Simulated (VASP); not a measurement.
Set up this calculation in VASP 6.6.1, as the native input.

* Task: single point
* Functional: PBE
* Potentials or basis: VASP PAW PBE potentials, release 64 (Mg, B)
* Cutoff: 520 eV
* k mesh: 4 × 3 × 4
* Occupations: gaussian, width 0.05 eV
* Spin: no spin polarisation
* Dipole correction: no
* Further INCAR settings: ALGO = Normal; EDIFF = 1e-06; NBANDS = 26

The structure of Mg12B (a cell with a defect) lies in POSCAR:

```
Mg12B
1.0
    6.4200000000      0.0000000000      0.0000000000
   -4.8150000000      8.3398250000      0.0000000000
    0.0000000000      0.0000000000      5.2130400000
Mg B
12 1
Direct
    0.0363968249      0.0115629525     -0.0002351795
    0.1580641897      0.2303433226      0.5251022436
   -0.0791231290      0.2852287668      0.0132673066
    0.1927891240      0.5540359660      0.4758060556
    0.0542916718      0.6392210868     -0.0184824977
    0.1492338975      0.8740854874      0.4933802541
    0.4785628355     -0.0176140387     -0.0071511057
    0.6239670594      0.2099816243      0.5012338290
    0.4815657123      0.3459939507      0.0146070239
    0.6769517384      0.5531678423      0.5221770790
    0.6067317514      0.7066876104      0.0139060893
    0.6805593908      0.9089934141      0.4982593650
    0.2793950840      0.4832110986      0.8782982674
```

The input as run:

INCAR

```
SYSTEM = Mg12B
  ALGO = Normal
  EDIFF = 1E-6
  ENCUT = 520
  GGA = PE
  ISIF = 2
  ISMEAR = 0
  LASPH = .True.
  LCHARG = .False.
  LREAL = .False.
  LWAVE = .False.
  NBANDS = 26
  NELM = 80
  PREC = Accurate
  SIGMA = 0.05
```

KPOINTS

```
k-points
0
Gamma
  4 3 4
  0 0 0
```

Potentials or basis: VASP PAW PBE potentials, release 64 (Mg, B).

The run is started by

```console
$ cat potpaw_PBE.64/Mg/POTCAR potpaw_PBE.64/B/POTCAR > POTCAR
$ mpirun -np 1 vasp_std > vasp.out
```

It gave:

```json
{
  "Pressure": "0.6 GPa",
  "Largest force": "0.480 eV/Å",
  "Band gap on the k mesh": "zero (an odd number of electrons rules out a gap without spin polarisation)"
}
```

It took 110 s on 1 thread of Intel(R) Xeon(R) 6975P-C (Granite Rapids), on a shared host, peak memory 0.44 GiB.
